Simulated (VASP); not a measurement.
A run of VASP 6.6.1 is set up as follows.

File INCAR:

```
  ALGO = Normal
  EDIFF = 1E-7
  ENCUT = 520
  GGA = CA
  ISIF = 2
  ISMEAR = 0
  ISPIN = 2
  LASPH = True
  LCHARG = True
  LELF = True
  LMAXMIX = 4
  LORBIT = 11
  LREAL = False
  LVHAR = True
  LWAVE = False
  MAGMOM = 3.5 3.5 3.5 3.5 0 0 0 0
  NBANDS = 48
  NELM = 150
  PREC = Accurate
  SIGMA = 0.05
```

Contents of KPOINTS:

```
k-points
0
Gamma
  8 8 8
```

POSCAR

```
MnSi
1.0
    4.4307073929      0.0000000000      0.0000000000
    0.0000000000      4.4307073929      0.0000000000
    0.0000000000      0.0000000000      4.4307073929
Mn Si
4 4
Direct
    0.1372428112      0.1372428112      0.1372428112
    0.3627571888      0.8627571888      0.6372428112
    0.6372428112      0.3627571888      0.8627571888
    0.8627571888      0.6372428112      0.3627571888
    0.8453577795      0.8453577795      0.8453577795
    0.6546422205      0.1546422205      0.3453577795
    0.3453577795      0.6546422205      0.1546422205
    0.1546422205      0.3453577795      0.6546422205
```

Potentials or basis: VASP PAW LDA potentials, release 64 (Mn_pv, Si).

The run is started by

```sh
$ cat potpaw_LDA.64/Mn_pv/POTCAR potpaw_LDA.64/Si/POTCAR > POTCAR
$ mpirun -np 1 vasp_std > vasp.out
```

(1) What does it give for the net moment?

(2) What does it give for the pressure?

Results:

(1) 1.68 μB per cell.

(2) -0.9 GPa.
